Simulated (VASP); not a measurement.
# Ta2C (P-3m1) in VASP: further runs

Ta2C is run at these levels: r2SCAN; tasks: single point.

All numbers are computed with VASP 6.6.1; they aren't measurements. Logs are shortened: lines on timing, memory, paths and dates and some standing lists are left out, and cuts for length are marked.

### 1 The cell of the first run

It takes space group P-3m1 (No. 164, trigonal). The conventional cell has a = 3.132 Å, b = 3.132 Å, c = 4.794 Å, α = 90.00°, β = 90.00°, γ = 120.00°. Ta (site symmetry 3m) has 3 C at 2.18 Å and 12 Ta at 2.97 to 3.13 Å within 3.2 Å. Within 2.9 Å of C (site symmetry -3m) lie 6 Ta at 2.18 Å.

### 2 Single point, r2SCAN (uniaxial strain along c: -3.0 %, then relaxed in part)

POSCAR reads:

```
Ta2C
1.0
    3.1324449631      0.0000000000      0.0000000000
   -1.5662224816      2.7127769140      0.0000000000
    0.0000000000      0.0000000000      4.7940299782
Ta C
2 1
Direct
    0.3333333335      0.6666666665      0.2546169696
    0.6666666665      0.3333333335      0.7453830304
    0.0000000000      0.0000000000      0.0000000000
```

INCAR.step1 reads:

```
ALGO     = Normal         # electronic algorithm
EDIFF    = 1E-4           # SCF threshold, eV
ENCUT    = 520            # plane-wave cutoff, eV
GGA      = PE             # functional
ISMEAR   = 0              # smearing method
LASPH    = T              # aspherical terms in the spheres
LCHARG   = F              # write CHGCAR
LREAL    = F              # projectors in reciprocal space
LWAVE    = T              # write WAVECAR
NBANDS   = 20             # bands
NELM     = 60             # most SCF steps
PREC     = Accurate       # precision mode
SIGMA    = 0.1            # smearing width, eV
```

INCAR.step2 reads:

```
ALGO     = Normal         # electronic algorithm
EDIFF    = 1E-7           # SCF threshold, eV
ENCUT    = 520            # plane-wave cutoff, eV
ISIF     = 2              # what is computed and relaxed
ISMEAR   = 0              # smearing method
ISTART   = 1            
LASPH    = T              # aspherical terms in the spheres
LCHARG   = F              # write CHGCAR
LMIXTAU  = T            
LREAL    = F              # projectors in reciprocal space
LWAVE    = F              # write WAVECAR
METAGGA  = R2SCAN         # meta-GGA
NBANDS   = 20             # bands
NELM     = 60             # most SCF steps
PREC     = Accurate       # precision mode
SIGMA    = 0.1            # smearing width, eV
```

KPOINTS reads:

```
k-points
0
Gamma
  18 18 10
```

Potentials or basis: VASP PAW PBE potentials, release 64 (Ta_pv, C).

The run is started by

```console
$ cat potpaw_PBE.64/Ta_pv/POTCAR potpaw_PBE.64/C/POTCAR > POTCAR
$ cp INCAR.step1 INCAR
$ mpirun -np 1 vasp_std > vasp.out
$ cp INCAR.step2 INCAR
$ mpirun -np 1 vasp_std > vasp.out
```

OUTCAR:

```text
EDIFF = 1E-7
   ENCUT = 520
   ISIF = 2
   ISMEAR = 0
   ISTART = 1
   LASPH = T
   LREAL = F
   METAGGA = R2SCAN
   NELM = 60
   PREC = Accurate

 ion  position               nearest neighbor table
   1  0.333  0.667  0.255-   3 2.18   3 2.18   3 2.18   2 2.97   2 2.97   2 2.97   2 3.04   2 3.04
                             2 3.04
   2  0.667  0.333  0.745-   3 2.18   3 2.18   3 2.18   1 2.97   1 2.97   1 2.97   1 3.04   1 3.04
                             1 3.04
   3  0.000  0.000  0.000-   2 2.18   1 2.18   2 2.18   1 2.18   1 2.18   2 2.18

  LATTYP: Found a hexagonal cell.
 ALAT       =     3.1324449631
 C/A-ratio  =     1.5304434825

  Lattice vectors:

 A1 = (   3.1324449631,   0.0000000000,   0.0000000000)
 A2 = (  -1.5662224816,   2.7127769140,   0.0000000000)
 A3 = (   0.0000000000,   0.0000000000,   4.7940299782)

Analysis of symmetry for initial positions (statically):
=====================================================================
 Subroutine PRICEL returns:
 Original cell was already a primitive cell.

 Routine SETGRP: Setting up the symmetry group for a
 hexagonal supercell.

 Subroutine GETGRP returns: Found 12 space group operations
 (whereof 12 operations were pure point group operations)
 out of a pool of 24 trial point group operations.

The static configuration has the point symmetry D_3d.

Analysis of symmetry for dynamics (positions and initial velocities):
=====================================================================
 Subroutine PRICEL returns:
 Original cell was already a primitive cell.

 Routine SETGRP: Setting up the symmetry group for a
 hexagonal supercell.

 Subroutine GETGRP returns: Found 12 space group operations
 (whereof 12 operations were pure point group operations)
 out of a pool of 24 trial point group operations.

The dynamic configuration has the point symmetry D_3d.

 Subroutine INISYM returns: Found 12 space group operations
 (whereof 12 operations are pure point group operations),
 and found     1 'primitive' translations

----------------------------------------------------------------------------------------

                                     Primitive cell

  volume of cell :      40.7379

[... 84 lines left out ...]
   ISPIN  =      1    spin polarized calculation?
   LNONCOLLINEAR =      F non collinear calculations
   LSORBIT =      F    spin-orbit coupling
   LASPH  =      T    aspherical Exc in radial PAW
   ENCUT  =  520.0 eV  38.22 Ry    6.18 a.u.   5.82  5.82  8.91*2*pi/ulx,y,z
   NELM   =     60;   NELMIN=  2; NELMDL=  0     # of ELM steps
   EDIFF  = 0.1E-06   stopping-criterion for ELM
   LREAL  =      F    real-space projection
   EDIFFG = 0.1E-05   stopping-criterion for IOM
   NSW    =      0    number of steps for IOM
   IBRION =     -1    ionic relax: 0-MD 1-quasi-New 2-CG
   NFREE  =      0    steps in history (QN), initial steepest desc. (CG)
   ISIF   =      2    stress and relaxation
   ISYM   =      2    0-nonsym 1-usesym 2-fastsym
   POTIM  = 0.5000    time-step for ionic-motion
   TEBEG  =    0.0;   TEEND  =   0.0 temperature during run
   PSTRESS=    0.0 pullay stress
   NELECT =      26.0000    total number of electrons
   NUPDOWN=      -1.0000    fix difference up-down
   EMIN   =  10.00;   EMAX   =-10.00  energy-range for DOS
   EFERMI =   0.00;   METHOD = LEGACY
   ISMEAR =     0;   SIGMA  =   0.10  broadening in eV -4-tet -1-fermi 0-gaus
   EFERMI_NEDOS =   21; number of points for ismear=-14 and -15
   IALGO  =     38    algorithm
   IMIX   =      4    mixing-type and parameters
     AMIX     =   0.40;   BMIX     =  1.00
     AMIX_MAG =   1.60;   BMIX_MAG =  1.00
  volume/ion in A,a.u.               =      13.58        91.64
  Fermi-wavevector in a.u.,A,eV,Ry     =   1.409505  2.663578 27.030741  1.986703
  Thomas-Fermi vector in A             =   2.531554
   LORBIT       =      0    0 simple, 1 ext, 2 COOP (PROOUT), +10 PAW based schemes
   METAGGA = R2SCAN    functional components
   LHFCALC =     F    Hartree Fock is set to
   AEXX    =    0.0000 exact exchange contribution
   IVDW    =     0    specifies the selected vdW correction
   LEPSILON=     F    determine dielectric tensor
   LRPA    =     F    only Hartree local field effects (RPA)
 non-spin polarized calculation
 Gauss-broadening in eV      SIGMA  =   0.10
  energy-cutoff  :      520.00
  volume of cell :       40.74
 maximum number of plane-waves:      1114
   NGX = 11   NGY = 11   NGZ = 17

 number of electron      25.9999997 magnetization

 Free energy of the ion-electron system (eV)
  ---------------------------------------------------
  ext. energy  EPLUGINS =         0.00000000
  ---------------------------------------------------
  free energy    TOTEN  =      -109.10586944 eV

  energy without entropy =     -109.10241392  energy(sigma->0) =     -109.10414168

 E-fermi :   6.6692     XC(G=0): -13.9490

 val. band max:        6.6648424540   @ k =   0.0556   0.0000   0.1000
 cond. band min:       6.6773123591   @ k =  -0.1667   0.4444   0.4000
 fundamental gap:      0.0124699052
 Fermi energy:         6.6692377482

 k-point     1 :       0.0000    0.0000    0.0000
  band No.  band energies     occupation
      1     -29.5197      2.00000
      2     -28.7917      2.00000
      3     -28.7917      2.00000
      4     -28.6435      2.00000
      5     -28.6435      2.00000
      6     -28.4868      2.00000
[... 541 lines left out ...]
     19      12.4811      0.00000
     20      13.1082      0.00000

 [... further k-points ...]

------------------------ aborting loop because EDIFF is reached ----------------------------------------

  FORCE on cell =-STRESS in cart. coord.  units (eV):
  Direction    XX          YY          ZZ          XY          YZ          ZX
  --------------------------------------------------------------------------------------
  -------------------------------------------------------------------------------------
  Total        0.2415302      0.2415302      4.0174753     -0.0000000      0.0000000      0.0000000
  in kB        9.4991269      9.4991269    158.0030673     -0.0000000      0.0000000      0.0000000
  external PRESSURE =      59.0004404 kB  Pullay stress =       0.0000000 kB

 VOLUME and BASIS-vectors are now :
 -----------------------------------------------------------------------------
  energy-cutoff  :      520.00
  volume of cell :       40.74
      direct lattice vectors                 reciprocal lattice vectors
     3.132444963  0.000000000  0.000000000     0.319239448  0.184312981  0.000000000
    -1.566222482  2.712776914  0.000000000     0.000000000  0.368625962  0.000000000
     0.000000000  0.000000000  4.794029978     0.000000000  0.000000000  0.208592772

 POSITION                                       TOTAL-FORCE (eV/Angst)
 -----------------------------------------------------------------------------------
      0.00000      1.80852      1.22064        -0.000000      0.000000      0.052743
      1.56622      0.90426      3.57339         0.000000      0.000000     -0.052743
      0.00000      0.00000      0.00000         0.000000      0.000000      0.000000
 -----------------------------------------------------------------------------------
    total drift:                                0.000000     -0.000000      0.000000

  FREE ENERGIE OF THE ION-ELECTRON SYSTEM (eV)
  ---------------------------------------------------
  free  energy   TOTEN  =      -109.1058694405 eV

  energy  without entropy=     -109.1024139243  energy(sigma->0) =     -109.10414168
```

OUTCAR.step1:

```text
EDIFF = 1E-4
   ENCUT = 520
   GGA = PE
   ISMEAR = 0
[... 780 lines left out ...]
      0.00000      1.80852      1.22064        -0.000000      0.000000      0.014118
      1.56622      0.90426      3.57339         0.000000     -0.000000     -0.014118
      0.00000      0.00000      0.00000        -0.000000      0.000000     -0.000000
 -----------------------------------------------------------------------------------
    total drift:                                0.000000     -0.000000      0.000000

  FREE ENERGIE OF THE ION-ELECTRON SYSTEM (eV)
  ---------------------------------------------------
  free  energy   TOTEN  =       -34.5989267526 eV

  energy  without entropy=      -34.5952939285  energy(sigma->0) =      -34.59711034
```

Wall time 28 min (1 thread of Oxide Virtual Turin-like, shared host); peak memory 0.32 GiB.

What came out:

```
Free energy            : -109.1059 eV
Pressure               : 5.9 GPa
Largest force          : 0.053 eV/Å
Band gap on the k mesh : zero (bands 13 and 14 overlap by 0.92 eV)
```

Forces on the atoms (eV/Å):
```
Ta   0.000  0.000  0.053
Ta   0.000  0.000 -0.053
C    0.000  0.000  0.000
```

Caveat: the cell differs from its parent crystal (uniaxial strain along c: -3.0 %, then relaxed in part); the stress differs along the axes, from 1 to 16 GPa; the PAW data sets were made with another functional, which shifts forces and pressure a little; spin-orbit coupling is left out, which moves the levels of the heavy elements.

### 3 Single point, r2SCAN (uniaxial strain along c: -3.0 %)

POSCAR reads:

```
Ta2C
1.0
    3.1334906897      0.0000000000      0.0000000000
   -1.5667453449      2.7136825398      0.0000000000
    0.0000000000      0.0000000000      4.7940299782
Ta C
2 1
Direct
    0.3333333340      0.6666666660      0.2543423628
    0.6666666660      0.3333333340      0.7456576372
    0.0000000000      0.0000000000      0.0000000000
```

INCAR.step1 reads:

```
SYSTEM = Ta2C
PREC     = Accurate       ! precision mode
ENCUT    = 520            ! plane-wave cutoff, eV
ISMEAR   = 0              ! smearing method
SIGMA    = 0.1            ! smearing width, eV
LREAL    = .False.        ! projectors in reciprocal space
LASPH    = .True.         ! aspherical terms in the spheres
NELM     = 80             ! most SCF steps
NBANDS   = 20             ! bands
GGA      = PE             ! functional
ALGO     = Normal         ! electronic algorithm
EDIFF    = 1E-4           ! SCF threshold, eV
LWAVE    = .True.         ! write WAVECAR
LCHARG   = .False.        ! write CHGCAR
```

INCAR.step2 reads:

```
SYSTEM = Ta2C
PREC     = Accurate       ! precision mode
ENCUT    = 520            ! plane-wave cutoff, eV
EDIFF    = 1E-6           ! SCF threshold, eV
ISMEAR   = 0              ! smearing method
SIGMA    = 0.1            ! smearing width, eV
LREAL    = .False.        ! projectors in reciprocal space
LASPH    = .True.         ! aspherical terms in the spheres
NELM     = 80             ! most SCF steps
ALGO     = Normal         ! electronic algorithm
ISIF     = 2              ! what is computed and relaxed
LWAVE    = .False.        ! write WAVECAR
LCHARG   = .False.        ! write CHGCAR
METAGGA  = R2SCAN         ! meta-GGA
LMIXTAU  = .True.       
NBANDS   = 20             ! bands
ISTART   = 1
```

KPOINTS reads:

```
Automatic mesh
0
Gamma
  18 18 10
  0 0 0
```

Potentials or basis: VASP PAW PBE potentials, release 64 (Ta_pv, C).

The run is started by

```console
$ cat potpaw_PBE.64/Ta_pv/POTCAR potpaw_PBE.64/C/POTCAR > POTCAR
$ cp INCAR.step1 INCAR
$ mpirun -np 1 vasp_std > vasp.out
$ cp INCAR.step2 INCAR
$ mpirun -np 1 vasp_std > vasp.out
```

Run time: 24 min. Hardware: 1 thread of Oxide Virtual Turin-like, shared host; peak memory 0.32 GiB.

The run converged. Its results:

```yaml
Free_energy: -109.1058 eV
Pressure: 5.8 GPa
Largest_force: 0.093 eV/Å
Band_gap_on_the_k_mesh: zero (bands 13 and 14 overlap by 0.93 eV)
```

Forces on the atoms (eV/Å):
```
Ta   0.000  0.000  0.093
Ta   0.000  0.000 -0.093
C    0.000  0.000  0.000
```

Stress tensor (GPa, compression positive):
```
 0.79  0.00  0.00
 0.00  0.79  0.00
 0.00  0.00 15.75
```

Levels at points of the mesh, in eV from the Fermi level:
| k point | band 11 | band 12 | band 13 | band 14 | band 15 | band 16 |
| --- | --- | --- | --- | --- | --- | --- |
| (0.00, 0.00, 0.00) | -3.22 | 0.41 | 0.56 | 0.56 | 0.97 | 0.97 |
| (0.50, 0.00, 0.00) | -3.90 | -2.19 | -0.40 | 3.35 | 3.98 | 4.81 |
| (0.00, 0.00, 0.50) | -1.70 | -1.52 | -0.37 | -0.37 | 3.13 | 3.13 |
| (0.50, 0.00, 0.50) | -2.47 | -1.51 | -1.20 | 1.38 | 1.75 | 4.33 |

Caveat: the cell differs from its parent crystal (uniaxial strain along c: -3.0 %); the stress differs along the axes, from 1 to 16 GPa; the PAW data sets were made with another functional, which shifts forces and pressure a little; spin-orbit coupling is left out, which moves the levels of the heavy elements.
